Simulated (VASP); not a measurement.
Runs of VASP 6.6.1 on PbS (Galena). The structure is that of space group Fm-3m (No. 225), or close to it. The cells are those of the table. 

```tsv
task	level	cell	pressure (GPa)	relaxed volume (Å³/atom)
relaxation of cell and atoms	PBE+D3(BJ)	relaxed from a = 4.194 Å, angles 60.0°, 2 atoms	0.1	(a)
single point	revPBE+D3(BJ)	a = 4.180 Å, angles 60.0°, 2 atoms	-0.1	-
single point	PBE+D3(BJ)	a = 4.191 Å, angles 60.0°, 2 atoms	-0.1	-
relaxation of cell and atoms	revPBE+D3(BJ)	relaxed from a = 4.194 Å, angles 60.0°, 2 atoms	0.0	25.77
```

Alike in all rows: potentials or basis VASP PAW PBE potentials, release 64 (Pb_d, S); no spin polarisation; k mesh 5 × 5 × 5; cutoff (eV) 500; smearing fermi-dirac 0.01 eV.

Question: Fill in the values left out.

Answer: (a) 25.97.

Caveats: the PAW data sets were made with another functional, which shifts forces and pressure a little (some runs).
